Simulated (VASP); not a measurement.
## MoS2: single point with PBEsol

Crystal: MoS2.

```
CELL_PARAMETERS angstrom
3.07873 0.00000 0.00000
-1.53937 2.66626 0.00000
0.00000 0.00000 12.77521
ATOMIC_POSITIONS crystal
Mo 0.33333 0.66667 0.25000
Mo 0.66667 0.33333 0.75000
S 0.33333 0.66667 0.62599
S 0.66667 0.33333 0.12599
S 0.33333 0.66667 0.87401
S 0.66667 0.33333 0.37401
```

```yaml
Program: VASP 6.6.1
Task: single point
Functional: PBEsol
Potentials_or_basis: VASP PAW PBE potentials, release 64 (Mo_sv, S)
Cutoff: 520 eV
k_mesh: 12 × 12 × 4
Occupations: methfessel-paxton, width 0.169 eV
Spin: no spin polarisation
Dipole_correction: no
Further_INCAR_settings: ALGO = Normal; EDIFF = 1e-06; NBANDS = 35
```

```yaml
Pressure: 3.6 GPa
Largest_force: 0.049 eV/Å
Band_gap_on_the_k_mesh: 1.13 eV (least direct gap 2.00 eV)
```

Forces in eV/Å, atoms in the order of the input:
```
Mo   0.000  0.000  0.000
Mo   0.000  0.000  0.000
S    0.000  0.000  0.049
S    0.000  0.000  0.049
S    0.000  0.000 -0.049
S    0.000  0.000 -0.049
```

Stress tensor (GPa, compression positive):
```
 5.67  0.00  0.00
 0.00  5.67  0.00
 0.00  0.00 -0.69
```

Levels at points of the mesh, in eV from the valence-band top:
```csv
k point,band 23,band 24,band 25,band 26,band 27,band 28,band 29,band 30
"(0.00, 0.00, 0.00)",-1.60,-1.36,-1.17,0.00,2.71,2.71,2.73,2.73
"(0.50, 0.00, 0.00)",-1.10,-1.08,-1.05,-0.97,2.32,2.35,2.57,2.89
"(0.00, 0.00, 0.50)",-1.61,-1.61,-0.32,-0.32,2.72,2.72,2.72,2.72
"(0.50, 0.00, 0.50)",-1.06,-1.06,-1.04,-1.04,2.34,2.34,2.74,2.74
```

Run time: 4.8 min on 1 thread of Intel Xeon 8259CL, on a shared host, peak memory 0.33 GiB.

Caveat: the cell stands under pressure; the PAW data sets were made with another functional, which shifts forces and pressure a little; this functional lacks dispersion, which binds the layers, so the pressure and a relaxed spacing across them are unreliable. A hybrid or GW would open this gap; PBEsol tends to underestimate it.
